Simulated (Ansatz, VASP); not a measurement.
# PbO2 in VASP and in Ansatz

```
Pb O
1.0
     5.02923    0.00000    0.00000
     0.00000    5.02923    0.00000
     0.00000    0.00000    3.44012
Pb O
2 4
Direct
  0.00000 0.00000 0.00000
  0.50000 0.50000 0.50000
  0.30751 0.30751 0.00000
  0.19249 0.80751 0.50000
  0.80751 0.19249 0.50000
  0.69249 0.69249 0.00000
```

Alike in both runs: functional PBE; dispersion D3(BJ); k mesh 8 × 8 × 10; occupations gaussian, width 0.01 eV; no spin polarisation.

Ansatz relaxed the structure, and its values are those at the end. VASP's run is a single point on that final structure, the one shown.

```csv
,VASP,Ansatz
version,VASP 6.6.1,Ansatz 0.2.0
potentials or method,"VASP PAW PBE potentials, release 64 (Pb_d, O), cutoff 520 eV","scalar-relativistic, plane waves, PAW"
valence electrons in the cell,52,52
```

```csv
,VASP,Ansatz,Ansatz less VASP
gap on the k mesh at the Fermi level (eV),0.05,0.05,-0.001
least direct gap on the mesh (eV),0.07,0.08,+0.012
pressure (GPa),0.2,0.0,-0.23
rms of the force components (eV/Å),0.004,0.000,-0.0035
```

Spin-orbit coupling is off throughout.
